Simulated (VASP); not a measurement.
# I (I4_1/amd) in VASP: notebook

Runs on I. Level: PBE. Tasks: single point.

All numbers are computed with VASP 6.6.1; they aren't measurements. Logs are shortened: lines on timing, memory, paths and dates and some standing lists are left out, and cuts for length are marked.

**1. The cell of the first run**

The structure is tetragonal, space group I4_1/amd (No. 141). Conventional cell: a = 6.218 Å, b = 6.218 Å, c = 2.930 Å, α = 90.00°, β = 90.00°, γ = 90.00°. Within 3.9 Å of I (site symmetry -4m2) lie 10 I at 2.93 to 3.81 Å.

**2. Single point, PBE**

Contents of INCAR:

```
SYSTEM = I
  ALGO = Normal
  EDIFF = 1E-6
  ENCUT = 520
  GGA = PE
  ISIF = 2
  ISMEAR = -1
  LASPH = .TRUE.
  LCHARG = .FALSE.
  LREAL = .FALSE.
  LWAVE = .FALSE.
  NBANDS = 14
  NELM = 80
  PREC = Accurate
  SIGMA = 0.1
```

Contents of KPOINTS:

```
k-points
0
G
  12 12 12
  0 0 0
```

Contents of POSCAR:

```
I
1.0
   -3.1090031648      3.1090031648      1.4650215914
    3.1090031648     -3.1090031648      1.4650215914
    3.1090031648      3.1090031648     -1.4650215914
I
2
Direct
   -0.3750000000     -0.1250000000     -0.2500000000
    0.3750000000      0.1250000000      0.2500000000
```

Potentials or basis: VASP PAW PBE potentials, release 64 (I).

Command:

```sh
$ cat potpaw_PBE.64/I/POTCAR > POTCAR
$ mpirun -np 1 vasp_std > vasp.out
```

OUTCAR:

```text
SYSTEM = I
   EDIFF = 1E-6
   ENCUT = 520
   GGA = PE
   ISIF = 2
   ISMEAR = -1
   LASPH = .TRUE.
   LREAL = .FALSE.
   NELM = 80
   PREC = Accurate

 ion  position               nearest neighbor table
   1  0.625  0.875  0.750-   2 3.19   2 3.19   2 3.19   2 3.19
   2  0.375  0.125  0.250-   1 3.19   1 3.19   1 3.19   1 3.19

  LATTYP: Found a body centered tetragonal cell.
 ALAT       =     6.2180063296
 C/A-ratio  =     0.4712190737

  Lattice vectors:

 A1 = (  -3.1090031648,   3.1090031648,   1.4650215914)
 A2 = (   3.1090031648,  -3.1090031648,   1.4650215914)
 A3 = (   3.1090031648,   3.1090031648,  -1.4650215914)

Analysis of symmetry for initial positions (statically):
=====================================================================
 Subroutine PRICEL returns:
 Original cell was already a primitive cell.

 Routine SETGRP: Setting up the symmetry group for a
 body centered tetragonal supercell.

 Subroutine GETGRP returns: Found 16 space group operations
 (whereof  4 operations were pure point group operations)
 out of a pool of 16 trial point group operations.

The static configuration has the point symmetry C_2h.
 The point group associated with its full space group is D_4h.

Analysis of symmetry for dynamics (positions and initial velocities):
=====================================================================
 Subroutine PRICEL returns:
 Original cell was already a primitive cell.

 Routine SETGRP: Setting up the symmetry group for a
 body centered tetragonal supercell.

 Subroutine GETGRP returns: Found 16 space group operations
 (whereof  4 operations were pure point group operations)
 out of a pool of 16 trial point group operations.

The dynamic configuration has the point symmetry C_2h.
 The point group associated with its full space group is D_4h.

 Subroutine INISYM returns: Found 16 space group operations
 (whereof  4 operations are pure point group operations),
 and found     1 'primitive' translations

----------------------------------------------------------------------------------------

                                     Primitive cell

  volume of cell :      56.6430

  direct lattice vectors                    reciprocal lattice vectors
    -3.109003165  3.109003165  1.465021591     0.000000000  0.160823252  0.341291898
     3.109003165 -3.109003165  1.465021591     0.160823252  0.000000000  0.341291898
     3.109003165  3.109003165 -1.465021591     0.160823252  0.160823252  0.000000000

  length of vectors
     4.634445989  4.634445989  4.634445989     0.377285407  0.377285407  0.227438424

  position of ions in fractional coordinates (direct lattice)
     0.625000000  0.875000000  0.750000000
     0.375000000  0.125000000  0.250000000

  ion indices of the primitive-cell ions
   primitive index   ion index
                 1           1
                 2           2

----------------------------------------------------------------------------------------

 KPOINTS: k-points

Automatic generation of k-mesh.
 Grid dimensions read from file:
 generate k-points for:   12   12   12

 Generating k-lattice:

  Cartesian coordinates                     Fractional coordinates (reciprocal lattice)
     0.000000000  0.013401938  0.028440992     0.083333333  0.000000000  0.000000000
     0.013401938  0.000000000  0.028440992     0.000000000  0.083333333  0.000000000
     0.013401938  0.013401938  0.000000000     0.000000000  0.000000000  0.083333333

  Length of vectors
     0.031440451  0.031440451  0.018953202

  Shift w.r.t. Gamma in fractional coordinates (k-lattice)
     0.000000000  0.000000000  0.000000000

 Subroutine IBZKPT returns following result:
 ===========================================

 Found    163 irreducible k-points:

 Following reciprocal coordinates:
            Coordinates               Weight
  0.000000  0.000000  0.000000      1.000000
  0.083333 -0.000000  0.000000      8.000000
  0.166667 -0.000000  0.000000      8.000000
  0.250000  0.000000  0.000000      8.000000
  0.333333 -0.000000  0.000000      8.000000
  0.416667 -0.000000  0.000000      8.000000
[... 16 lines left out ...]
  0.500000  0.166667  0.000000     16.000000
 -0.416667  0.166667  0.000000     16.000000
 [... further k-points ...]
   k-points           NKPTS =    163   k-points in BZ     NKDIM =    163   number of bands    NBANDS=     14
   number of dos      NEDOS =    301   number of ions     NIONS =      2
   total plane-waves  NPLWV =  46656
   dimension x,y,z NGX =    36 NGY =   36 NGZ =   36
   dimension x,y,z NGXF=    72 NGYF=   72 NGZF=   72
   ions per type =               2
   NGX,Y,Z   is equivalent  to a cutoff of  12.91, 12.91, 12.91 a.u.
   NGXF,Y,Z  is equivalent  to a cutoff of  25.83, 25.83, 25.83 a.u.
 SYSTEM =  I
   PREC   = accura    normal or accurate (medium, high low for compatibility)
   ISTART =      0    job   : 0-new  1-cont  2-samecut
   ICHARG =      2    charge: 1-file 2-atom 10-const
   ISPIN  =      1    spin polarized calculation?
   LNONCOLLINEAR =      F non collinear calculations
   LSORBIT =      F    spin-orbit coupling
   LASPH  =      T    aspherical Exc in radial PAW
   ENCUT  =  520.0 eV  38.22 Ry    6.18 a.u.   8.62  8.62  8.62*2*pi/ulx,y,z
   NELM   =     80;   NELMIN=  2; NELMDL= -5     # of ELM steps
   EDIFF  = 0.1E-05   stopping-criterion for ELM
   LREAL  =      F    real-space projection
   EDIFFG = 0.1E-04   stopping-criterion for IOM
   NSW    =      0    number of steps for IOM
   IBRION =     -1    ionic relax: 0-MD 1-quasi-New 2-CG
   NFREE  =      0    steps in history (QN), initial steepest desc. (CG)
   ISIF   =      2    stress and relaxation
   ISYM   =      2    0-nonsym 1-usesym 2-fastsym
   POTIM  = 0.5000    time-step for ionic-motion
   TEBEG  =    0.0;   TEEND  =   0.0 temperature during run
   PSTRESS=    0.0 pullay stress
   NELECT =      14.0000    total number of electrons
   NUPDOWN=      -1.0000    fix difference up-down
   EMIN   =  10.00;   EMAX   =-10.00  energy-range for DOS
   EFERMI =   0.00;   METHOD = LEGACY
   ISMEAR =    -1;   SIGMA  =   0.10  broadening in eV -4-tet -1-fermi 0-gaus
   EFERMI_NEDOS =   21; number of points for ismear=-14 and -15
   IALGO  =     38    algorithm
   IMIX   =      4    mixing-type and parameters
     AMIX     =   0.40;   BMIX     =  1.00
     AMIX_MAG =   1.60;   BMIX_MAG =  1.00
  volume/ion in A,a.u.               =      28.32       191.12
  Fermi-wavevector in a.u.,A,eV,Ry     =   1.027390  1.941486 14.361364  1.055531
  Thomas-Fermi vector in A             =   2.161333
   LORBIT       =      0    0 simple, 1 ext, 2 COOP (PROOUT), +10 PAW based schemes
   GGA     = PE    functional components
   LHFCALC =     F    Hartree Fock is set to
   AEXX    =    0.0000 exact exchange contribution
   IVDW    =     0    specifies the selected vdW correction
   LEPSILON=     F    determine dielectric tensor
   LRPA    =     F    only Hartree local field effects (RPA)
 non-spin polarized calculation
  energy-cutoff  :      520.00
  volume of cell :       56.64
 maximum number of plane-waves:      1549
   NGX = 17   NGY = 17   NGZ = 17

 number of electron      13.9999999 magnetization

 Free energy of the ion-electron system (eV)
  ---------------------------------------------------
  ext. energy  EPLUGINS =         0.00000000
  ---------------------------------------------------
  free energy    TOTEN  =        -1.32720719 eV

  energy without entropy =       -1.26422041  energy(sigma->0) =       -1.29571380

 E-fermi :   7.9968     XC(G=0):  -9.9578

 val. band max:        7.9760889423   @ k =  -0.0833  -0.1667   0.0833
 cond. band min:       7.9994997276   @ k =  -0.3333  -0.3333   0.0833
 fundamental gap:      0.0234107853
 Fermi energy:         7.9968142847

 k-point     1 :       0.0000    0.0000    0.0000
  band No.  band energies     occupation
      1      -7.9365      2.00000
      2      -4.9246      2.00000
      3       2.3872      2.00000
      4       2.3872      2.00000
      5       7.5794      1.96968
      6       7.5794      1.96968
      7       9.9581      0.00000
      8      10.3857      0.00000
      9      10.4365      0.00000
     10      13.7330      0.00000
     11      13.8489      0.00000
     12      16.8920      0.00000
     13      17.1343      0.00000
     14      20.0216      0.00000

 k-point     2 :       0.0833   -0.0000    0.0000
  band No.  band energies     occupation
      1      -7.8070      2.00000
      2      -4.8596      2.00000
      3       2.4556      2.00000
      4       2.5764      2.00000
      5       7.4218      1.99365
      6       7.6611      1.93265
      7       9.3792      0.00000
      8       9.4137      0.00000
      9      10.1541      0.00000
     10      13.9044      0.00000
     11      14.1315      0.00000
     12      17.6935      0.00000
     13      17.7109      0.00000
     14      18.0796      0.00000

 k-point     3 :       0.1667   -0.0000    0.0000
  band No.  band energies     occupation
      1      -7.4236      2.00000
      2      -4.6646      2.00000
      3       2.6596      2.00000
      4       3.1203      2.00000
      5       6.8806      1.99997
      6       7.4242      1.99350
      7       7.5546      1.97627
      8       7.8713      1.55651
      9      10.7301      0.00000
     10      14.2732      0.00000
     11      14.7305      0.00000
     12      15.6848      0.00000
     13      16.2466      0.00000
     14      20.2944      0.00000
[... 324 lines left out ...]
 k-point    23 :       0.5000    0.1667    0.0000
  band No.  band energies     occupation
      1      -5.6303      2.00000
      2      -4.4415      2.00000
      3       2.5950      2.00000
      4       3.5034      2.00000
      5       3.7646      2.00000
      6       5.3181      2.00000
      7       6.3295      2.00000
      8       8.0179      0.89515
      9      12.8958      0.00000
     10      13.9682      0.00000
     11      14.9707      0.00000
     12      15.3106      0.00000
     13      17.1699      0.00000
     14      18.3732      0.00000

 k-point    24 :      -0.4167    0.1667    0.0000
  band No.  band energies     occupation
      1      -6.4572      2.00000
      2      -4.8508      2.00000
      3       2.9560      2.00000
      4       4.4548      2.00000
      5       4.7950      2.00000
      6       5.6081      2.00000
      7       5.8849      2.00000
      8       7.7916      1.77223
      9      12.8648      0.00000
     10      14.4623      0.00000
     11      14.9307      0.00000
     12      16.3109      0.00000
     13      17.6373      0.00000
     14      19.5324      0.00000

 [... further k-points ...]

------------------------ aborting loop because EDIFF is reached ----------------------------------------

  FORCE on cell =-STRESS in cart. coord.  units (eV):
  Direction    XX          YY          ZZ          XY          YZ          ZX
  --------------------------------------------------------------------------------------
  -------------------------------------------------------------------------------------
  Total        6.8487571      6.8487571      6.7131930      0.0000000      0.0000000      0.0000000
  in kB      193.7206883    193.7206883    189.8861845      0.0000000      0.0000000      0.0000000
  external PRESSURE =     192.4425204 kB  Pullay stress =       0.0000000 kB

 VOLUME and BASIS-vectors are now :
 -----------------------------------------------------------------------------
  energy-cutoff  :      520.00
  volume of cell :       56.64
      direct lattice vectors                 reciprocal lattice vectors
    -3.109003165  3.109003165  1.465021591     0.000000000  0.160823252  0.341291898
     3.109003165 -3.109003165  1.465021591     0.160823252  0.000000000  0.341291898
     3.109003165  3.109003165 -1.465021591     0.160823252  0.160823252  0.000000000

 POSITION                                       TOTAL-FORCE (eV/Angst)
 -----------------------------------------------------------------------------------
      3.10900      1.55450      1.09877         0.000000     -0.000000     -0.000000
      0.00000      1.55450      0.36626        -0.000000      0.000000      0.000000
 -----------------------------------------------------------------------------------
    total drift:                               -0.000000     -0.000000      0.000000

  FREE ENERGIE OF THE ION-ELECTRON SYSTEM (eV)
  ---------------------------------------------------
  free  energy   TOTEN  =        -1.3272071905 eV

  energy  without entropy=       -1.2642204056  energy(sigma->0) =       -1.29571380
```

Run time: 3.3 min. Hardware: 1 thread of Intel Xeon Platinum 8259CL at 2.50GHz (Skylake/Cascade Lake), shared host; peak memory 0.27 GiB.

What came out:

```yaml
Free_energy: -1.3272 eV
Pressure: 19.2 GPa
Band_gap_on_the_k_mesh: zero (bands 7 and 8 overlap by 4.54 eV)
```

Levels at points of the mesh, in eV from the Fermi level:
| k point | band 4 | band 5 | band 6 | band 7 | band 8 | band 9 | band 10 | band 11 |
| --- | --- | --- | --- | --- | --- | --- | --- | --- |
| (0.00, 0.00, 0.00) | -5.61 | -0.42 | -0.42 | 1.96 | 2.39 | 2.44 | 5.74 | 5.85 |
| (0.50, 0.00, 0.00) | -6.10 | -3.99 | -1.97 | -1.12 | -0.33 | 4.51 | 4.96 | 5.92 |
| (0.50, 0.50, 0.00) | -3.80 | -3.79 | -3.79 | 2.34 | 2.34 | 7.05 | 7.05 | 8.26 |
| (0.50, 0.50, 0.50) | -7.07 | 0.75 | 0.75 | 2.10 | 2.10 | 7.89 | 7.89 | 9.48 |

Caveat: the cell stands under pressure; spin-orbit coupling is left out, which moves the levels of the heavy elements.

[end of part 1 of 2]

The gap in the log of VASP goes by the Fermi energy; the results here count the filled bands.